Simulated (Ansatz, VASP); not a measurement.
# One calculation of Ta4C3, two programs

```
Ta C
1.0
    -3.11780    0.00000    0.00000
    -1.55890   -2.70009    0.00000
     0.00016    0.00009   10.21859
Ta C
4 3
Cartesian
  -1.4502 -0.8373 1.9418
  -1.4502 -0.8373 9.6376
  0.1087 0.0627 7.1430
  -3.0091 -1.7373 4.6289
  -1.4502 -0.8373 5.8942
  -4.5680 -2.6374 0.5819
  0.1087 0.0627 3.3104
```

Alike in both runs: task single point; functional r2SCAN; k mesh 14 × 14 × 4; occupations gaussian, width 0.15 eV; no spin polarisation.

```csv
,VASP,Ansatz
version,VASP 6.6.1,Ansatz 0.2.0
potentials or method,"VASP PAW PBE potentials, release 64 (Ta_pv, C), cutoff 520 eV","scalar-relativistic, plane waves, PAW"
valence electrons in the cell,56,64
```

VASP gave:

| Quantity | Value |
| --- | --- |
| gap on the k mesh at the Fermi level (eV) | none |
| pressure (GPa) | 8.9 |
| traceless stress, the component that is largest in VASP (GPa) | 17.51 |
| rms of the force components (eV/Å) | 1.636 |

Q: Which values does Ansatz return?

A: gap on the k mesh at the Fermi level (eV): none; pressure (GPa): 7.7; traceless stress, the component that is largest in VASP (GPa): 17.44; rms of the force components (eV/Å): 1.629.

VASP's potentials were made for PBE, not for r2SCAN. Atom by atom the forces differ by 0.012 eV/Å (rms over components). A gap of «none» marks a metal or a gap that the smearing closes. VASP's potentials hold 56 valence electrons a cell and Ansatz's 64, so a difference there can come from the potentials and not from the codes.

Spin-orbit coupling is off throughout.
